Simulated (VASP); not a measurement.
# Hf (Fm-3m) in VASP: notebook

The runs below take Hf through single point, with revPBE+D3(BJ), PBE0.

Program: VASP 6.6.1. These are calculated values, not measurements. Logs are shortened: lines on timing, memory, paths and dates and some standing lists are left out, and cuts for length are marked.

## Step 1: The cell of the first run

It takes space group Fm-3m (No. 225, cubic). The conventional cell has a = 4.440 Å, b = 4.440 Å, c = 4.440 Å, α = 90.00°, β = 90.00°, γ = 90.00°. Within 4.1 Å of Hf (site symmetry m-3m) lie 12 Hf at 3.14 Å.

This isn't the form of Hf at room conditions, which is hcp.

## Step 2: Single point, revPBE+D3(BJ), non-collinear spin, typed start, spin-orbit coupling

The input, INCAR:

```
PREC     = Accurate       # precision mode
ENCUT    = 520            # plane-wave cutoff, eV
EDIFF    = 1E-7           # SCF threshold, eV
ISMEAR   = 1              # smearing method
SIGMA    = 0.01           # smearing width, eV
LREAL    = F              # projectors in reciprocal space
LASPH    = T              # aspherical terms in the spheres
NELM     = 150            # most SCF steps
ALGO     = Fast           # electronic algorithm
ISIF     = 2              # what is computed and relaxed
LWAVE    = F              # write WAVECAR
LCHARG   = T              # write CHGCAR
MAGMOM   = 0 0 0.5        # initial moments
LORBIT   = 11             # projections on sites
LSORBIT  = T              # spin-orbit coupling
GGA_COMPAT= F            
LORBMOM  = T            
LMAXMIX  = 4              # l up to which the mixer works
GGA      = RE             # functional
IVDW     = 12             # dispersion correction
LVHAR    = T            
NBANDS   = 21             # bands
```

The input, KPOINTS:

```
regular mesh
0
Gamma
  10 10 10
```

The input, POSCAR:

```
Hf
1.0
    0.0000000000      2.2200000000      2.2200000000
    2.2200000000      0.0000000000      2.2200000000
    2.2200000000      2.2200000000      0.0000000000
Hf
1
Direct
    0.0000000000      0.0000000000      0.0000000000
```

Potentials or basis: VASP PAW PBE potentials, release 64 (Hf_pv).

Started as:

```
$ cat potpaw_PBE.64/Hf_pv/POTCAR > POTCAR
$ mpirun -np 1 vasp_ncl > vasp.out
```

OUTCAR:

```text
PREC = Accurate
   ENCUT = 520
   EDIFF = 1E-7
   ISMEAR = 1
   LREAL = F
   LASPH = T
   NELM = 150
   ISIF = 2
   LORBIT = 11
   LSORBIT = T
   GGA = RE
   IVDW = 12
 IVDW          = 12

 ion  position               nearest neighbor table
   1  0.000  0.000  0.000-

  LATTYP: Found a face centered cubic cell.
 ALAT       =     4.4400000000

  Lattice vectors:

 A1 = (   0.0000000000,   2.2200000000,   2.2200000000)
 A2 = (   2.2200000000,   0.0000000000,   2.2200000000)
 A3 = (   2.2200000000,   2.2200000000,   0.0000000000)

Analysis of symmetry for initial positions (statically):
=====================================================================
 Subroutine PRICEL returns:
 Original cell was already a primitive cell.

 Routine SETGRP: Setting up the symmetry group for a
 face centered cubic supercell.

 Subroutine GETGRP returns: Found 48 space group operations
 (whereof 48 operations were pure point group operations)
 out of a pool of 48 trial point group operations.

The static configuration has the point symmetry O_h .

Analysis of symmetry for dynamics (positions and initial velocities):
=====================================================================
 Subroutine PRICEL returns:
 Original cell was already a primitive cell.

 Routine SETGRP: Setting up the symmetry group for a
 face centered cubic supercell.

 Subroutine GETGRP returns: Found 48 space group operations
 (whereof 48 operations were pure point group operations)
 out of a pool of 48 trial point group operations.

The dynamic configuration has the point symmetry O_h .

Analysis of structural, dynamic, and magnetic symmetry:
=====================================================================
 Subroutine PRICEL returns:
 Original cell was already a primitive cell.

 Routine SETGRP: Setting up the symmetry group for a
 face centered cubic supercell.

 Subroutine GETGRP returns: Found  8 space group operations
 (whereof  8 operations were pure point group operations)
 out of a pool of 48 trial point group operations.

The overall configuration has the point symmetry C_4h.

 Subroutine INISYM returns: Found  8 space group operations
 (whereof  8 operations are pure point group operations),
 and found     1 'primitive' translations

----------------------------------------------------------------------------------------

                                     Primitive cell

  volume of cell :      21.8821

  direct lattice vectors                    reciprocal lattice vectors
     0.000000000  2.220000000  2.220000000    -0.225225225  0.225225225  0.225225225
     2.220000000  0.000000000  2.220000000     0.225225225 -0.225225225  0.225225225
     2.220000000  2.220000000  0.000000000     0.225225225  0.225225225 -0.225225225

  length of vectors
     3.139554108  3.139554108  3.139554108     0.390101533  0.390101533  0.390101533

  position of ions in fractional coordinates (direct lattice)
     0.000000000  0.000000000  0.000000000

  ion indices of the primitive-cell ions
   primitive index   ion index
                 1           1

----------------------------------------------------------------------------------------

 KPOINTS: regular mesh

Automatic generation of k-mesh.
 Grid dimensions read from file:
 generate k-points for:   10   10   10

 Generating k-lattice:

  Cartesian coordinates                     Fractional coordinates (reciprocal lattice)
    -0.022522523  0.022522523  0.022522523     0.100000000  0.000000000  0.000000000
     0.022522523 -0.022522523  0.022522523     0.000000000  0.100000000  0.000000000
     0.022522523  0.022522523 -0.022522523     0.000000000  0.000000000  0.100000000

  Length of vectors
     0.039010153  0.039010153  0.039010153

  Shift w.r.t. Gamma in fractional coordinates (k-lattice)
     0.000000000  0.000000000  0.000000000

 Subroutine IBZKPT returns following result:
[... 49 lines left out ...]
   EDIFF  = 0.1E-06   stopping-criterion for ELM
   LREAL  =      F    real-space projection
   EDIFFG = 0.1E-05   stopping-criterion for IOM
   NSW    =      0    number of steps for IOM
   IBRION =     -1    ionic relax: 0-MD 1-quasi-New 2-CG
   NFREE  =      0    steps in history (QN), initial steepest desc. (CG)
   ISIF   =      2    stress and relaxation
   ISYM   =      2    0-nonsym 1-usesym 2-fastsym
   POTIM  = 0.5000    time-step for ionic-motion
   TEBEG  =    0.0;   TEEND  =   0.0 temperature during run
   PSTRESS=    0.0 pullay stress
   NELECT =      10.0000    total number of electrons
   NUPDOWN=      -1.0000    fix difference up-down
   EMIN   =  10.00;   EMAX   =-10.00  energy-range for DOS
   EFERMI =   0.00;   METHOD = LEGACY
   ISMEAR =     1;   SIGMA  =   0.01  broadening in eV -4-tet -1-fermi 0-gaus
   EFERMI_NEDOS =   21; number of points for ismear=-14 and -15
   IALGO  =     68    algorithm
   IMIX   =      4    mixing-type and parameters
     AMIX     =   0.40;   BMIX     =  1.00
     AMIX_MAG =   1.60;   BMIX_MAG =  1.00
  volume/ion in A,a.u.               =      21.88       147.67
  Fermi-wavevector in a.u.,A,eV,Ry     =   1.260991  2.382927 21.634588  1.590097
  Thomas-Fermi vector in A             =   2.394472
   LORBIT       =     11    0 simple, 1 ext, 2 COOP (PROOUT), +10 PAW based schemes
   GGA     = RE    functional components
   LHFCALC =     F    Hartree Fock is set to
   AEXX    =    0.0000 exact exchange contribution
   IVDW    =    12    specifies the selected vdW correction
   LEPSILON=     F    determine dielectric tensor
   LRPA    =     F    only Hartree local field effects (RPA)
 RMM-DIIS sequential band-by-band and
 Methfessel and Paxton  Order N= 1 SIGMA  =   0.01
  energy-cutoff  :      520.00
  volume of cell :       21.88
 maximum number of plane-waves:      1218
   NGX = 11   NGY = 11   NGZ = 11

 number of electron      10.0000000 magnetization       0.0000000      0.0000000      0.5000000

 number of electron      10.0000000 magnetization       0.0000000      0.0000000     -0.0015983

 number of electron      10.0000000 magnetization       0.0000000     -0.0000000     -0.0232729

 number of electron      10.0000000 magnetization      -0.0000000     -0.0000000     -0.0232866

 Free energy of the ion-electron system (eV)
  ---------------------------------------------------
  ext. energy  EPLUGINS =         0.00000000
  ---------------------------------------------------
  free energy    TOTEN  =       -10.18483188 eV

  energy without entropy =      -10.18484149  energy(sigma->0) =      -10.18483508

 E-fermi :   4.9844     XC(G=0): -11.3418

 val. band max:        4.9778054226   @ k =   0.0000  -0.2000   0.1000
 cond. band min:       4.9993816561   @ k =   0.0000  -0.2000   0.1000
 fundamental gap:      0.0215762335
 Fermi energy:         4.9843769318

 k-point     1 :       0.0000    0.0000    0.0000
  band No.  band energies     occupation
      1     -29.8730      1.00000
      2     -29.8700      1.00000
      3     -22.7237      1.00000
      4     -22.7205      1.00000
      5     -22.7173      1.00000
      6     -22.7142      1.00000
[... 565 lines left out ...]
     20      15.9693      0.00000
     21      18.7438      0.00000

 [... further k-points ...]

------------------------ aborting loop because EDIFF is reached ----------------------------------------

 Edisp (eV)   -0.80489

 E8    (eV) :    -0.6140

  FORCE on cell =-STRESS in cart. coord.  units (eV):
  Direction    XX          YY          ZZ          XY          YZ          ZX
  --------------------------------------------------------------------------------------
  -------------------------------------------------------------------------------------
  Total      -0.26366    -0.26366    -0.26366     0.00000    -0.00000     0.00000
  in kB     -19.30514   -19.30514   -19.30495     0.00000    -0.00000     0.00000
  external pressure =      -19.31 kB  Pullay stress =        0.00 kB

 VOLUME and BASIS-vectors are now :
 -----------------------------------------------------------------------------
  energy-cutoff  :      520.00
  volume of cell :       21.88
      direct lattice vectors                 reciprocal lattice vectors
     0.000000000  2.220000000  2.220000000    -0.225225225  0.225225225  0.225225225
     2.220000000  0.000000000  2.220000000     0.225225225 -0.225225225  0.225225225
     2.220000000  2.220000000  0.000000000     0.225225225  0.225225225 -0.225225225

 POSITION                                       TOTAL-FORCE (eV/Angst)
 -----------------------------------------------------------------------------------
      0.00000      0.00000      0.00000        -0.000000     -0.000000      0.000000
 -----------------------------------------------------------------------------------
    total drift:                                0.000000      0.000000     -0.000000

  FREE ENERGIE OF THE ION-ELECTRON SYSTEM (eV)
  ---------------------------------------------------
  free  energy   TOTEN  =       -10.9897247249 eV

  energy  without entropy=      -10.9897343374  energy(sigma->0) =      -10.98972793

 orbital moment (x)

 # of ion     p       d       tot
 ----------------------------------------
  1         0.000   0.000   0.000
 ----------------------------------------
            0.000   0.000   0.000

 orbital moment (y)

 # of ion     p       d       tot
 ----------------------------------------
  1         0.000   0.000   0.000
 ----------------------------------------
            0.000   0.000   0.000

 orbital moment (z)

 # of ion     p       d       tot
 ----------------------------------------
  1         0.000   0.002   0.002
 ----------------------------------------
            0.000   0.002   0.002

 Spin-Orbit-Coupling matrix elements

 Ion:    1  E_soc:     -1.3554510
 l=   1
     0.0000000    -0.2178909    -0.2178907
    -0.2178909     0.0000000    -0.2178909
    -0.2178907    -0.2178909     0.0000000
 l=   2
     0.0000000    -0.0018194     0.0000000    -0.0018194    -0.0061981
    -0.0018194     0.0000000    -0.0046486    -0.0018198    -0.0015495
     0.0000000    -0.0046486     0.0000000    -0.0046486     0.0000000
    -0.0018194    -0.0018198    -0.0046486     0.0000000    -0.0015495
    -0.0061981    -0.0015495     0.0000000    -0.0015495     0.0000000
 l=   3
     0.0000000     0.0000000     0.0000000     0.0000000     0.0000000     0.0000000     0.0000000
     0.0000000     0.0000000     0.0000000     0.0000000     0.0000000     0.0000000     0.0000000
     0.0000000     0.0000000     0.0000000     0.0000000     0.0000000     0.0000000     0.0000000
     0.0000000     0.0000000     0.0000000     0.0000000     0.0000000     0.0000000     0.0000000
     0.0000000     0.0000000     0.0000000     0.0000000     0.0000000     0.0000000     0.0000000
     0.0000000     0.0000000     0.0000000     0.0000000     0.0000000     0.0000000     0.0000000
     0.0000000     0.0000000     0.0000000     0.0000000     0.0000000     0.0000000     0.0000000

 total charge

# of ion       s       p       d       tot
------------------------------------------
    1        0.395   6.437   1.592   8.423

 magnetization (x)

# of ion       s       p       d       tot
------------------------------------------
    1        0.000   0.000   0.000   0.000

 magnetization (y)

# of ion       s       p       d       tot
------------------------------------------
    1        0.000   0.000   0.000   0.000

 magnetization (z)

# of ion       s       p       d       tot
------------------------------------------
    1       -0.000  -0.002  -0.014  -0.017
```

Wall time 1.9 min (1 thread of AMD EPYC 9R45 (Zen 5), shared host); peak memory 0.23 GiB.

What came out:

```yaml
Free_energy: -10.9897 eV
Pressure: -1.9 GPa
Net_moment: 0.02 μB per cell
Valence_electrons_inside_the_program's_atomic_spheres: Hf 8.42
Dispersion_energy_per_atom: -0.805 eV
```

Moments on the atoms (μB; x, y, z):
```
Hf   0.00  0.00 -0.02
```

Caveat: the PAW data sets were made with another functional, which shifts forces and pressure a little.

(Continued in part 2 of 2.)
